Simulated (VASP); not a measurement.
# ZrNi2 (Fd-3m) in VASP: further runs

The runs below take ZrNi2 through single point, with LDA.

Everything below comes from runs of VASP 6.6.1. Logs are shortened: lines on timing, memory, paths and dates and some standing lists are left out, and cuts for length are marked.

## 1. The cell of the first run

It takes space group Fd-3m (No. 227, cubic). The conventional cell has a = 6.915 Å, b = 6.915 Å, c = 6.915 Å, α = 90.00°, β = 90.00°, γ = 90.00°. Within 3.8 Å of Zr (site symmetry -43m) lie 12 Ni at 2.87 Å and 4 Zr at 2.99 Å. Ni (site symmetry -3m) has 6 Ni at 2.44 Å and 6 Zr at 2.87 Å within 3.2 Å.

## 2. Single point, LDA, collinear spin, ferromagnetic start

File INCAR:

```
SYSTEM = ZrNi2
PREC     = Accurate       ! precision mode
ENCUT    = 520            ! plane-wave cutoff, eV
EDIFF    = 1E-6           ! SCF threshold, eV
ISMEAR   = 1              ! smearing method
SIGMA    = 0.3            ! smearing width, eV
LREAL    = .FALSE.        ! projectors in reciprocal space
LASPH    = .TRUE.         ! aspherical terms in the spheres
NELM     = 150            ! most SCF steps
ALGO     = Normal         ! electronic algorithm
ISIF     = 2              ! what is computed and relaxed
LWAVE    = .FALSE.        ! write WAVECAR
LCHARG   = .FALSE.        ! write CHGCAR
ISPIN    = 2              ! spin polarisation
MAGMOM   = 0 0 1.5 1.5 1.5 1.5 ! initial moments
LORBIT   = 11             ! projections on sites
LMAXMIX  = 4              ! l up to which the mixer works
GGA      = CA             ! functional
NBANDS   = 45             ! bands
```

File KPOINTS:

```
regular mesh
0
G
  7 7 7
  0 0 0
```

File POSCAR:

```
ZrNi2
1.0
    0.0000000000      3.4577500000      3.4577500000
    3.4577500000      0.0000000000      3.4577500000
    3.4577500000      3.4577500000      0.0000000000
Zr Ni
2 4
Direct
    0.0000000000      0.0000000000      0.0000000000
    0.2500000000      0.2500000000      0.2500000000
    0.6250000000      0.6250000000      0.6250000000
    0.1250000000      0.6250000000      0.6250000000
    0.6250000000      0.6250000000      0.1250000000
    0.6250000000      0.1250000000      0.6250000000
```

Potentials or basis: VASP PAW LDA potentials, release 64 (Zr_sv, Ni).

Run with:

```bash
cat potpaw_LDA.64/Zr_sv/POTCAR potpaw_LDA.64/Ni/POTCAR > POTCAR
mpirun -np 1 vasp_std > vasp.out
```

OUTCAR:

```text
SYSTEM = ZrNi2
   PREC = Accurate
   ENCUT = 520
   EDIFF = 1E-6
   ISMEAR = 1
   LREAL = .FALSE.
   LASPH = .TRUE.
   NELM = 150
   ISIF = 2
   ISPIN = 2
   LORBIT = 11
   GGA = CA

 ion  position               nearest neighbor table
   1  0.000  0.000  0.000-   4 2.87   5 2.87   6 2.87   5 2.87   3 2.87   3 2.87   5 2.87   3 2.87
                             6 2.87   6 2.87   4 2.87   4 2.87   2 2.99   2 2.99   2 2.99   2 2.99
   2  0.250  0.250  0.250-   4 2.87   5 2.87   6 2.87   3 2.87   3 2.87   5 2.87   3 2.87   5 2.87
                             6 2.87   4 2.87   4 2.87   6 2.87   1 2.99   1 2.99   1 2.99   1 2.99
   3  0.625  0.625  0.625-   4 2.44   5 2.44   6 2.44   5 2.44   6 2.44   4 2.44   1 2.87   2 2.87
                             1 2.87   2 2.87   1 2.87   2 2.87
   4  0.125  0.625  0.625-   3 2.44   5 2.44   6 2.44   3 2.44   5 2.44   6 2.44   1 2.87   2 2.87
                             2 2.87   1 2.87   2 2.87   1 2.87
   5  0.625  0.625  0.125-   3 2.44   3 2.44   4 2.44   6 2.44   6 2.44   4 2.44   1 2.87   2 2.87
                             1 2.87   2 2.87   1 2.87   2 2.87
   6  0.625  0.125  0.625-   3 2.44   5 2.44   3 2.44   4 2.44   5 2.44   4 2.44   1 2.87   2 2.87
                             1 2.87   2 2.87   1 2.87   2 2.87

  LATTYP: Found a face centered cubic cell.
 ALAT       =     6.9155000000

  Lattice vectors:

 A1 = (   0.0000000000,   3.4577500000,   3.4577500000)
 A2 = (   3.4577500000,   0.0000000000,   3.4577500000)
 A3 = (   3.4577500000,   3.4577500000,   0.0000000000)

Analysis of symmetry for initial positions (statically):
=====================================================================
 Subroutine PRICEL returns:
 Original cell was already a primitive cell.

 Routine SETGRP: Setting up the symmetry group for a
 face centered cubic supercell.

 Subroutine GETGRP returns: Found 48 space group operations
 (whereof 24 operations were pure point group operations)
 out of a pool of 48 trial point group operations.

The static configuration has the point symmetry T_d .
 The point group associated with its full space group is O_h .

Analysis of symmetry for dynamics (positions and initial velocities):
=====================================================================
 Subroutine PRICEL returns:
 Original cell was already a primitive cell.

 Routine SETGRP: Setting up the symmetry group for a
 face centered cubic supercell.

 Subroutine GETGRP returns: Found 48 space group operations
 (whereof 24 operations were pure point group operations)
 out of a pool of 48 trial point group operations.

The dynamic configuration has the point symmetry T_d .
[... 154 lines left out ...]
   NGX = 19   NGY = 19   NGZ = 19

 number of electron      63.9999967 magnetization       0.0239502

 number of electron      63.9999967 magnetization      -0.0000944

 Free energy of the ion-electron system (eV)
  ---------------------------------------------------
  ext. energy  EPLUGINS =         0.00000000
  ---------------------------------------------------
  free energy    TOTEN  =       -47.53249156 eV

  energy without entropy =      -47.54013586  energy(sigma->0) =      -47.53503966

 E-fermi :  10.1016     XC(G=0): -12.9214

 val. band max:       10.0807527407   @ k =   0.2857   0.1429   0.0000
 cond. band min:      10.1163951383   @ k =  -0.4286   0.1429   0.0000
 fundamental gap:      0.0356423975
 Fermi energy:        10.1016168179

 spin component 1

 k-point     1 :       0.0000    0.0000    0.0000
  band No.  band energies     occupation
      1     -38.6577      1.00000
      2     -38.4470      1.00000
      3     -17.0205      1.00000
      4     -17.0205      1.00000
      5     -17.0205      1.00000
      6     -16.5432      1.00000
[... 929 lines left out ...]
     43      16.4074      0.00000
     44      17.5006      0.00000
 Fermi energy:        10.1016168179

 spin component 2

 k-point     1 :       0.0000    0.0000    0.0000
  band No.  band energies     occupation
      1     -38.6577      1.00000
      2     -38.4470      1.00000
      3     -17.0206      1.00000
      4     -17.0206      1.00000
      5     -17.0206      1.00000
      6     -16.5432      1.00000
[... 929 lines left out ...]
     43      16.4074      0.00000
     44      17.5006      0.00000
 [bands above 44 left out]

------------------------ aborting loop because EDIFF is reached ----------------------------------------

  FORCE on cell =-STRESS in cart. coord.  units (eV):
  Direction    XX          YY          ZZ          XY          YZ          ZX
  --------------------------------------------------------------------------------------
  -------------------------------------------------------------------------------------
  Total       -4.4453546     -4.4453546     -4.4453546      0.0000000      0.0000000      0.0000000
  in kB      -86.1402697    -86.1402697    -86.1402697      0.0000000      0.0000000      0.0000000
  external PRESSURE =     -86.1402697 kB  Pullay stress =       0.0000000 kB

 VOLUME and BASIS-vectors are now :
 -----------------------------------------------------------------------------
  energy-cutoff  :      520.00
  volume of cell :       82.68
      direct lattice vectors                 reciprocal lattice vectors
     0.000000000  3.457750000  3.457750000    -0.144602704  0.144602704  0.144602704
     3.457750000  0.000000000  3.457750000     0.144602704 -0.144602704  0.144602704
     3.457750000  3.457750000  0.000000000     0.144602704  0.144602704 -0.144602704

 POSITION                                       TOTAL-FORCE (eV/Angst)
 -----------------------------------------------------------------------------------
      0.00000      0.00000      0.00000         0.000000      0.000000     -0.000000
      1.72887      1.72887      1.72887        -0.000000     -0.000000     -0.000000
      4.32219      4.32219      4.32219         0.000000     -0.000000      0.000000
      4.32219      2.59331      2.59331        -0.000000      0.000000      0.000000
      2.59331      2.59331      4.32219         0.000000      0.000000      0.000000
      2.59331      4.32219      2.59331         0.000000     -0.000000      0.000000
 -----------------------------------------------------------------------------------
    total drift:                                0.000000      0.000000      0.000000

  FREE ENERGIE OF THE ION-ELECTRON SYSTEM (eV)
  ---------------------------------------------------
  free  energy   TOTEN  =       -47.5324915595 eV

  energy  without entropy=      -47.5401358616  energy(sigma->0) =      -47.53503966

 total charge

# of ion       s       p       d       tot
------------------------------------------
    1        2.244   5.984   1.617   9.845
    2        2.244   5.984   1.617   9.845
    3        0.539   0.538   8.318   9.395
    4        0.539   0.538   8.318   9.395
    5        0.539   0.538   8.318   9.395
    6        0.539   0.538   8.318   9.395
--------------------------------------------------
tot          6.642  14.122  36.508  57.271

 magnetization (x)

# of ion       s       p       d       tot
------------------------------------------
    1        0.000  -0.000  -0.000  -0.000
    2        0.000  -0.000  -0.000  -0.000
    3        0.000  -0.000   0.000   0.000
    4        0.000  -0.000   0.000   0.000
    5        0.000  -0.000   0.000   0.000
    6        0.000  -0.000   0.000   0.000
--------------------------------------------------
tot          0.000  -0.000  -0.000  -0.000
```

Run time: 5.5 min. Hardware: 1 thread of Intel Xeon 8259CL, shared host; peak memory 0.25 GiB.

Results:

```
Free energy                                           : -47.5325 eV
Pressure                                              : -8.6 GPa
Band gap on the k mesh                                : zero (filled and empty bands overlap)
Net moment                                            : 0.00 μB per cell
Valence electrons inside the program's atomic spheres : Zr 9.85; Ni 9.39
```

Levels at points of the mesh, in eV from the Fermi level:
Spin up:
```
           k point  band 29  band 30  band 31  band 32  band 33  band 34  band 35  band 36
(0.00, 0.00, 0.00)    -0.81    -0.81    -0.81    -0.28    -0.28    -0.28     0.65     0.78
```
Spin down:
```
           k point  band 29  band 30  band 31  band 32  band 33  band 34  band 35  band 36
(0.00, 0.00, 0.00)    -0.81    -0.81    -0.81    -0.28    -0.28    -0.28     0.65     0.78
```

Caveat: the starting moments collapsed, and a magnetic state may lie lower.

## 3. Single point, LDA, collinear spin, ferromagnetic start

File INCAR:

```
PREC = Accurate ; ENCUT = 520
EDIFF = 1E-6 ; ISMEAR = 1
SIGMA = 0.3 ; LREAL = False
LASPH = True ; NELM = 150
ALGO = Normal ; ISIF = 2
LWAVE = False ; LCHARG = False
ISPIN = 2 ; MAGMOM = 0 0 1.5 1.5 1.5 1.5
LORBIT = 11 ; LMAXMIX = 4
GGA = CA ; NBANDS = 45
```

File KPOINTS:

```
Automatic mesh
0
Gamma
  7 7 7
```

POSCAR is that of step 2.

Potentials or basis: VASP PAW LDA potentials, release 64 (Zr_sv, Ni).

Run with:

```bash
cat potpaw_LDA.64/Zr_sv/POTCAR potpaw_LDA.64/Ni/POTCAR > POTCAR
mpirun -np 1 vasp_std > vasp.out
```

Run time: 5.5 min. Hardware: 1 thread of Intel Xeon 8259CL, shared host; peak memory 0.25 GiB.

Results (log left out):

```yaml
Free_energy: -47.5325 eV
Pressure: -8.6 GPa
Band_gap_on_the_k_mesh: zero (filled and empty bands overlap)
Net_moment: 0.00 μB per cell
Valence_electrons_inside_the_program's_atomic_spheres: Zr 9.85; Ni 9.39
```

Levels at points of the mesh, in eV from the Fermi level:
Spin up:
```csv
k point,band 28,band 29,band 30,band 31,band 32,band 33,band 34,band 35,band 36,band 37
"(0.00, 0.00, 0.00)",-1.34,-0.81,-0.81,-0.81,-0.28,-0.28,-0.28,0.65,0.78,0.78
```
Spin down:
```tsv
k point	band 28	band 29	band 30	band 31	band 32	band 33	band 34	band 35	band 36	band 37
(0.00, 0.00, 0.00)	-1.34	-0.81	-0.81	-0.81	-0.28	-0.28	-0.28	0.65	0.78	0.78
```

Caveat: the starting moments collapsed, and a magnetic state may lie lower.

## 4. Single point, LDA, collinear spin, ferromagnetic start

File INCAR:

```
PREC     = Accurate       # precision mode
ENCUT    = 520            # plane-wave cutoff, eV
EDIFF    = 1E-7           # SCF threshold, eV
ISMEAR   = 1              # smearing method
SIGMA    = 0.3            # smearing width, eV
LREAL    = F              # projectors in reciprocal space
LASPH    = T              # aspherical terms in the spheres
NELM     = 150            # most SCF steps
ALGO     = Normal         # electronic algorithm
ISIF     = 2              # what is computed and relaxed
LWAVE    = F              # write WAVECAR
LCHARG   = F              # write CHGCAR
ISPIN    = 2              # spin polarisation
MAGMOM   = 0 0 1.5 1.5 1.5 1.5 # initial moments
LORBIT   = 11             # projections on sites
LMAXMIX  = 4              # l up to which the mixer works
NBANDS   = 45             # bands
```

KPOINTS is that of step 3.

POSCAR is that of step 3.

Run with:

```bash
cat potpaw_LDA.64/Zr_sv/POTCAR potpaw_LDA.64/Ni/POTCAR > POTCAR
mpirun -np 1 vasp_std > vasp.out
```

It took 5.7 min on 1 thread of Intel Xeon 8259CL, shared host; peak memory 0.26 GiB.

The run converged. Its results:

```
Free energy                                           : -47.5325 eV
Pressure                                              : -8.7 GPa
Band gap on the k mesh                                : zero (filled and empty bands overlap)
Net moment                                            : 0.00 μB per cell
Valence electrons inside the program's atomic spheres : Zr 9.85; Ni 9.39
```

Levels at points of the mesh, in eV from the Fermi level:
Spin up:
| k point | band 28 | band 29 | band 30 | band 31 | band 32 | band 33 | band 34 | band 35 | band 36 | band 37 |
| --- | --- | --- | --- | --- | --- | --- | --- | --- | --- | --- |
| (0.00, 0.00, 0.00) | -1.34 | -0.81 | -0.81 | -0.81 | -0.28 | -0.28 | -0.28 | 0.65 | 0.78 | 0.78 |
Spin down:
| k point | band 30 | band 31 | band 32 | band 33 | band 34 | band 35 |
| --- | --- | --- | --- | --- | --- | --- |
| (0.00, 0.00, 0.00) | -0.81 | -0.81 | -0.28 | -0.28 | -0.28 | 0.65 |

Caveat: the starting moments collapsed, and a magnetic state may lie lower.
